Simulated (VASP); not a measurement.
# SiO2 (Stishovite) (P4_2/mnm) in VASP: dielectric tensor with LDA

Aim: the dielectric tensor of SiO2 (Stishovite) with LDA.

All numbers are computed with VASP 6.6.1; they aren't measurements. Logs are shortened: lines on timing, memory, paths and dates and some standing lists are left out, and cuts for length are marked.

### Step 1. The cell of the first run

Symmetry: P4_2/mnm, No. 136, tetragonal system. Conventional cell: a = 4.177 Å, b = 4.177 Å, c = 2.665 Å, α = 90.00°, β = 90.00°, γ = 90.00°. Si (site symmetry mmm) has 6 O at 1.76 to 1.81 Å within 2.3 Å. O (site symmetry m2m) has 3 Si at 1.76 to 1.81 Å and 1 O at 2.29 Å within 2.3 Å.

### Step 2. Dielectric tensor, LDA

INCAR

```
SYSTEM = SiO2
  PREC = Accurate
  ENCUT = 520
  EDIFF = 1E-8
  ISMEAR = 0
  SIGMA = 0.01
  LREAL = .False.
  LASPH = .True.
  NELM = 100
  ALGO = Normal
  ISIF = 2
  LWAVE = .False.
  LCHARG = .False.
  LEPSILON = .True.
```

KPOINTS

```
regular mesh
0
Gamma
  4 4 6
  0 0 0
```

POSCAR

```
SiO2
1.0
    4.1773000000      0.0000000000      0.0000000000
    0.0000000000      4.1773000000      0.0000000000
    0.0000000000      0.0000000000      2.6652000000
Si O
2 4
Direct
    0.0000000000      0.0000000000      0.0000000000
    0.5000000000      0.5000000000      0.5000000000
    0.3059000000      0.3059000000      0.0000000000
    0.1941000000      0.8059000000      0.5000000000
    0.6941000000      0.6941000000      0.0000000000
    0.8059000000      0.1941000000      0.5000000000
```

Potentials or basis: VASP PAW LDA potentials, release 64 (Si, O).

Started as:

```console
cat potpaw_LDA.64/Si/POTCAR potpaw_LDA.64/O/POTCAR > POTCAR
mpirun -np 1 vasp_std > vasp.out
```

OUTCAR:

```text
SYSTEM = SiO2
   PREC = Accurate
   ENCUT = 520
   EDIFF = 1E-8
   ISMEAR = 0
   LREAL = .False.
   LASPH = .True.
   NELM = 100
   ISIF = 2
   LEPSILON = .True.

 ion  position               nearest neighbor table
   1  0.000  0.000  0.000-   4 1.76   6 1.76   4 1.76   6 1.76   5 1.81   3 1.81
   2  0.500  0.500  0.500-   3 1.76   5 1.76   3 1.76   5 1.76   4 1.81   6 1.81
   3  0.306  0.306  0.000-   2 1.76   2 1.76   1 1.81
   4  0.194  0.806  0.500-   1 1.76   1 1.76   2 1.81
   5  0.694  0.694  0.000-   2 1.76   2 1.76   1 1.81
   6  0.806  0.194  0.500-   1 1.76   1 1.76   2 1.81

  LATTYP: Found a simple tetragonal cell.
 ALAT       =     4.1773000000
 C/A-ratio  =     0.6380197735

  Lattice vectors:

 A1 = (   4.1773000000,   0.0000000000,   0.0000000000)
 A2 = (   0.0000000000,   4.1773000000,   0.0000000000)
 A3 = (   0.0000000000,   0.0000000000,   2.6652000000)

Analysis of symmetry for initial positions (statically):
=====================================================================
 Subroutine PRICEL returns:
 Original cell was already a primitive cell.

 Routine SETGRP: Setting up the symmetry group for a
 simple tetragonal supercell.

 Subroutine GETGRP returns: Found 16 space group operations
 (whereof  8 operations were pure point group operations)
 out of a pool of 16 trial point group operations.

The static configuration has the point symmetry D_2h.
 The point group associated with its full space group is D_4h.

Analysis of symmetry for dynamics (positions and initial velocities):
=====================================================================
 Subroutine PRICEL returns:
 Original cell was already a primitive cell.

 Routine SETGRP: Setting up the symmetry group for a
 simple tetragonal supercell.

 Subroutine GETGRP returns: Found 16 space group operations
 (whereof  8 operations were pure point group operations)
 out of a pool of 16 trial point group operations.

The dynamic configuration has the point symmetry D_2h.
 The point group associated with its full space group is D_4h.

 Subroutine INISYM returns: Found 16 space group operations
 (whereof  8 operations are pure point group operations),
 and found     1 'primitive' translations

----------------------------------------------------------------------------------------

                                     Primitive cell

  volume of cell :      46.5073

  direct lattice vectors                    reciprocal lattice vectors
     4.177300000  0.000000000  0.000000000     0.239389079  0.000000000  0.000000000
     0.000000000  4.177300000  0.000000000     0.000000000  0.239389079  0.000000000
[... 725 lines left out ...]

  energy  without entropy=      -51.9664498770  energy(sigma->0) =      -51.96644988

 HEAD OF MICROSCOPIC STATIC DIELECTRIC TENSOR (INDEPENDENT PARTICLE, excluding Hartree and local field effects)
 ------------------------------------------------------
           3.485364     0.000000     0.000000
           0.000000     3.485364     0.000000
           0.000000     0.000000     3.702212
 ------------------------------------------------------

 Free energy of the ion-electron system (eV)
  ---------------------------------------------------
  ---------------------------------------------------
  free energy    TOTEN  =        -0.32222874 eV

  energy without entropy =       -0.32222874

------------------------ aborting loop because EDIFF is reached ----------------------------------------

--------------------------------------- Ionic step        2  -------------------------------------------

------------------------ aborting loop because EDIFF is reached ----------------------------------------

--------------------------------------- Ionic step        3  -------------------------------------------

 Free energy of the ion-electron system (eV)
  ---------------------------------------------------
  ---------------------------------------------------
  free energy    TOTEN  =        -0.34679336 eV

  energy without entropy =       -0.34679336

------------------------ aborting loop because EDIFF is reached ----------------------------------------

 PIEZOELECTRIC TENSOR FIELD DIRECTION 3  (e Angst)
 -----------------------------------------------------------------------------
    -0.00049  0.00000  0.00000           ( -0.00003  0.00000  0.00000)
     0.00000 -0.00049  0.00000           (  0.00000 -0.00003  0.00000)
     0.00000  0.00000 -0.00040           (  0.00000  0.00000 -0.00009)

 PIEZOELECTRIC TENSOR FIELD DIRECTION 3  (C/m^2)
 -----------------------------------------------------------------------------
    -0.00017  0.00000  0.00000
     0.00000 -0.00017  0.00000
     0.00000  0.00000 -0.00014

 MACROSCOPIC STATIC DIELECTRIC TENSOR (including local field effects in DFT)
 ------------------------------------------------------
           3.371649    -0.000000     0.000000
          -0.000000     3.371649     0.000000
           0.000000     0.000000     3.547511
 ------------------------------------------------------

 PIEZOELECTRIC TENSOR (including local field effects)  for field in x, y, z        (e  Angst)
          XX          YY          ZZ          XY          YZ          ZX
  --------------------------------------------------------------------------------
  x     0.00000     0.00000     0.00000     0.00000     0.00000     0.00000
  y     0.00000     0.00000     0.00000     0.00000     0.00000     0.00000
  z     0.00000     0.00000     0.00000     0.00000     0.00000     0.00000

 PIEZOELECTRIC TENSOR (including local field effects)  for field in x, y, z        (C/m^2)
          XX          YY          ZZ          XY          YZ          ZX
  --------------------------------------------------------------------------------
  x     0.00000     0.00000     0.00000     0.00000     0.00000     0.00000
  y     0.00000     0.00000     0.00000     0.00000     0.00000     0.00000
  z     0.00000     0.00000     0.00000     0.00000     0.00000     0.00000

 BORN EFFECTIVE CHARGES (including local field effects) (in |e|, cummulative output)
 ---------------------------------------------------------------------------------
 ion    1
    1     3.78913     0.36662     0.00000
    2     0.36662     3.78913     0.00000
    3     0.00000     0.00000     4.03208
 ion    2
    1     3.78913    -0.36662     0.00000
    2    -0.36662     3.78913     0.00000
    3     0.00000     0.00000     4.03208
 ion    3
    1    -1.89457    -0.55649     0.00000
    2    -0.55649    -1.89457     0.00000
    3     0.00000     0.00000    -2.01604
 ion    4
    1    -1.89457     0.55649     0.00000
    2     0.55649    -1.89457     0.00000
    3     0.00000     0.00000    -2.01604
 ion    5
    1    -1.89457    -0.55649     0.00000
    2    -0.55649    -1.89457     0.00000
    3     0.00000     0.00000    -2.01604
 ion    6
    1    -1.89457     0.55649     0.00000
    2     0.55649    -1.89457     0.00000
    3     0.00000     0.00000    -2.01604
```

OSZICAR:

```text
N       E                     dE             d eps       ncg     rms          rms(c)
DAV:   1     0.159673029581E+03    0.15967E+03   -0.18266E+04   960   0.154E+03
DAV:   2    -0.499795755457E+02   -0.20965E+03   -0.20359E+03  1272   0.324E+02
[... 13 lines left out ...]
RMM:   5    -0.346608512158E+00   -0.90850E-03   -0.16754E-04  1615   0.106E-01    0.116E-02
RMM:   6    -0.346720001210E+00   -0.11149E-03   -0.30797E-06  1665   0.104E-02    0.582E-03
RMM:   7    -0.346782733595E+00   -0.62732E-04   -0.69952E-07  1668   0.329E-03    0.350E-04
RMM:   8    -0.346792452466E+00   -0.97189E-05   -0.24239E-07  1674   0.826E-04    0.141E-04
RMM:   9    -0.346793084377E+00   -0.63191E-06   -0.33358E-07  1361   0.477E-04    0.149E-05
RMM:  10    -0.346793362379E+00   -0.27800E-06   -0.37785E-07   707   0.367E-04    0.665E-06
```

stdout:

```text
POSCAR found type information on POSCAR SiO
 POSCAR found :  2 types and       6 ions
 scaLAPACK will be used
 LDA part: xc-table for (Slater(with rela. corr.)+CA(PZ))
 , standard interpolation
 POSCAR, INCAR and KPOINTS ok, starting setup
 FFT: planning ... GRIDC
 FFT: planning ... GRID_SOFT
 FFT: planning ... GRID
 WAVECAR not read
 entering main loop
[... 30 lines left out ...]
  Direction:   3
 dielectric tensor                  component  3 :    -0.174    -0.145     3.702
 Linear response to external field, progress :
  Direction:   1
 dielectric tensor                  component  1 :     3.372    -0.026    -0.092
 Linear response to external field, progress :
  Direction:   2
 dielectric tensor                  component  2 :    -0.026     3.372    -0.157
 Linear response to external field, progress :
  Direction:   3
 dielectric tensor                  component  3 :    -0.171    -0.142     3.548
 Born effective charges drift removed
```

Run time: 93 s. Hardware: 1 thread of Intel Xeon Platinum 8488C (Sapphire Rapids), shared host; peak memory 0.2 GiB.

What came out:

```yaml
Band_gap_on_the_k_mesh: 5.62 eV, direct
Electronic_dielectric_tensor_diagonal: 3.37, 3.37, 3.55
Born_charges_mean_of_the_diagonal: Si +3.87; O -1.94 e
```

Levels at points of the mesh, in eV from the valence-band top:
```
           k point  band 13  band 14  band 15  band 16  band 17  band 18  band 19  band 20
(0.00, 0.00, 0.00)    -2.55    -0.90    -0.90     0.00     5.62     6.44     8.33     8.33
(0.50, 0.00, 0.00)    -2.73    -2.73    -1.09    -1.09     7.63     7.63     8.88     8.88
(0.50, 0.50, 0.00)    -2.72    -2.72    -2.33    -2.33     7.28     7.28     9.87     9.87
(0.00, 0.00, 0.50)    -3.17    -3.17    -2.73    -2.73     8.90     8.90    12.39    12.39
(0.50, 0.00, 0.50)    -2.33    -2.33    -1.80    -1.80     8.59     8.59     9.70     9.70
(0.50, 0.50, 0.50)    -1.80    -1.80    -1.58    -1.58     7.04     7.04    10.75    10.75
```

Electronic dielectric tensor:
```
3.37 0.00 0.00
0.00 3.37 0.00
0.00 0.00 3.55
```

Born effective charge tensors (e):
atom 1, Si
```
3.79 0.37 0.00
0.37 3.79 0.00
0.00 0.00 4.03
```
atom 2, Si
```
 3.79 -0.37  0.00
-0.37  3.79  0.00
 0.00  0.00  4.03
```
atom 3, O
```
-1.89 -0.56  0.00
-0.56 -1.89  0.00
 0.00  0.00 -2.02
```
atom 4, O
```
-1.89  0.56  0.00
 0.56 -1.89  0.00
 0.00  0.00 -2.02
```
atom 5, O
```
-1.89 -0.56  0.00
-0.56 -1.89  0.00
 0.00  0.00 -2.02
```
atom 6, O
```
-1.89  0.56  0.00
 0.56 -1.89  0.00
 0.00  0.00 -2.02
```
